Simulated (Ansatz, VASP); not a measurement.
## Two plane-wave programs on SiC

Contents of INCAR:

```
  PREC = Accurate
  ENCUT = 520
  EDIFF = 1E-7
  ISMEAR = 0
  SIGMA = 0.05
  LREAL = False
  LASPH = True
  NELM = 60
  ALGO = Normal
  ISIF = 2
  LWAVE = False
  LCHARG = False
  GGA = PE
  NBANDS = 36
```

The input KPOINTS:

```
Automatic mesh
0
Gamma
  12 12 2
```

POSCAR

```
SiC
1.0
    3.0692496138      0.0000000000      0.0000000000
   -1.5346248069      2.6580481361      0.0000000000
    0.0000000000      0.0000000000     15.0602705466
Si C
6 6
Direct
    0.0000000000      0.0000000000      0.1250424503
    0.0000000000      0.0000000000      0.6250374675
    0.3333333333      0.6666666667      0.2919122018
    0.6666666667      0.3333333333      0.7917223860
    0.3333333333      0.6666666667      0.9583927143
    0.6666666667      0.3333333333      0.4582264355
    0.0000000000      0.0000000000      0.9957901969
    0.0000000000      0.0000000000      0.5035866889
    0.3333333333      0.6666666667      0.1704670362
    0.6666666667      0.3333333333      0.6631920368
    0.3333333333      0.6666666667      0.8370720018
    0.6666666667      0.3333333333      0.3295583838
```

Input for Ansatz:

```yaml
crystal:
  lattice:
    - [3.0692496138, 0.0, 0.0]
    - [-1.5346248069, 2.6580481361, 0.0]
    - [0.0, 0.0, 15.0602705466]
  atoms:
    - { symbol: Si, position: [0.0, 0.0, 0.1250424503] }
    - { symbol: Si, position: [0.0, 0.0, 0.6250374675] }
    - { symbol: Si, position: [0.3333333333, 0.6666666667, 0.2919122018] }
    - { symbol: Si, position: [0.6666666667, 0.3333333333, 0.791722386] }
    - { symbol: Si, position: [0.3333333333, 0.6666666667, 0.9583927143] }
    - { symbol: Si, position: [0.6666666667, 0.3333333333, 0.4582264355] }
    - { symbol: C, position: [0.0, 0.0, 0.9957901969] }
    - { symbol: C, position: [0.0, 0.0, 0.5035866889] }
    - { symbol: C, position: [0.3333333333, 0.6666666667, 0.1704670362] }
    - { symbol: C, position: [0.6666666667, 0.3333333333, 0.6631920368] }
    - { symbol: C, position: [0.3333333333, 0.6666666667, 0.8370720018] }
    - { symbol: C, position: [0.6666666667, 0.3333333333, 0.3295583838] }
basis:
  ecutwfc: 520.0
kpoints:
  mp_grid: { grid: [12, 12, 2] }
hamiltonian:
  xc: pbe
  pseudopotentials: { kind: paw, azcp: { folder: soft_1 } }
scf:
  occupations: { method: gaussian, width: 0.05 }
output:
  forces: true
  stress: true
  eigenvalues: true
```

Change from the starting cell: mode 32 frozen in at -0.059 Å, equal normal strain along x, y and z -0.0083.

Alike in both runs: task single point; functional PBE; k mesh 12 × 12 × 2; occupations gaussian, width 0.05 eV; no spin polarisation.

|  | VASP | Ansatz |
| --- | --- | --- |
| version | VASP 6.6.1 | Ansatz 0.2.0 |
| potentials or method | VASP PAW PBE potentials, release 64 (Si, C), cutoff 520 eV | scalar-relativistic, plane waves, PAW |
| valence electrons in the cell | 48 | 48 |

|  | VASP | Ansatz | Ansatz less VASP |
| --- | --- | --- | --- |
| gap on the k mesh at the Fermi level (eV) | 1.97 | 1.97 | +0.003 |
| least direct gap on the mesh (eV) | 3.08 | 3.08 | +0.005 |
| pressure (GPa) | 6.2 | 6.2 | +0.06 |
| traceless stress, the component that is largest in VASP (GPa) | 0.59 | 0.59 | -0.002 |
| rms of the force components (eV/Å) | 0.723 | 0.723 | +0.0008 |

Atom by atom the forces differ by 0.002 eV/Å (rms over components). The functional is the same, so the differences come from potentials, cutoffs and numerics.
